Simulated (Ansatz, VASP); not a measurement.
# WS2 in VASP and in Ansatz

The input INCAR:

```
SYSTEM = WS2
  PREC = Accurate
  ENCUT = 520
  EDIFF = 1E-7
  ISMEAR = 0
  SIGMA = 0.05
  LREAL = .False.
  LASPH = .True.
  NELM = 80
  ALGO = Normal
  ISIF = 2
  LWAVE = .False.
  LCHARG = .False.
  NBANDS = 35
```

KPOINTS

```
Automatic mesh
0
Gamma
  12 12 4
  0 0 0
```

File POSCAR:

```
WS2
1.0
    3.1265905160      0.0000000000      0.0000000000
   -1.5632952580      2.7077068141      0.0000000000
    0.0000000000      0.0000000000     12.1520250223
W S
2 4
Direct
    0.3333333333      0.6666666667      0.2500000000
    0.6666666667      0.3333333333      0.7500000000
    0.3333333333      0.6666666667      0.6420050976
    0.6666666667      0.3333333333      0.1420050976
    0.3333333333      0.6666666667      0.8579949024
    0.6666666667      0.3333333333      0.3579949024
```

Input for Ansatz:

```yaml
crystal:
  lattice:
    - [3.126590516, 0.0, 0.0]
    - [-1.563295258, 2.7077068141, 0.0]
    - [0.0, 0.0, 12.1520250223]
  atoms:
    - { symbol: W, position: [0.3333333333, 0.6666666667, 0.25] }
    - { symbol: W, position: [0.6666666667, 0.3333333333, 0.75] }
    - { symbol: S, position: [0.3333333333, 0.6666666667, 0.6420050976] }
    - { symbol: S, position: [0.6666666667, 0.3333333333, 0.1420050976] }
    - { symbol: S, position: [0.3333333333, 0.6666666667, 0.8579949024] }
    - { symbol: S, position: [0.6666666667, 0.3333333333, 0.3579949024] }
basis:
  ecutwfc: 420
kpoints:
  mp_grid: { grid: [12, 12, 4] }
hamiltonian:
  xc: lda
  pseudopotentials: { kind: paw, azcp: { folder: soft_1 } }
scf:
  occupations: { method: gaussian, width: 0.05 }
output:
  forces: true
  stress: true
  eigenvalues: true
```

Alike in both runs: task single point; functional LDA; k mesh 12 × 12 × 4; occupations gaussian, width 0.05 eV; no spin polarisation.

|  | VASP | Ansatz |
| --- | --- | --- |
| version | VASP 6.6.1 | Ansatz 0.2.0 |
| potentials or method | VASP PAW LDA potentials, release 64 (W_sv, S), cutoff 520 eV | scalar-relativistic, plane waves, PAW |
| valence electrons in the cell | 52 | 52 |

```csv
,VASP,Ansatz,Ansatz less VASP
gap on the k mesh at the Fermi level (eV),none,none,-
rms of the force components (eV/Å),3.344,3.321,-0.0223
```

Ansatz warns that its potentials were made for another functional, while VASP's fit it. LDA's correlation is that of Perdew and Zunger in VASP and of Perdew and Wang (1992) in Ansatz. Atom by atom the forces differ by 0.022 eV/Å (rms over components). A gap of «none» marks a metal or a gap that the smearing closes.

Spin-orbit coupling is off throughout.
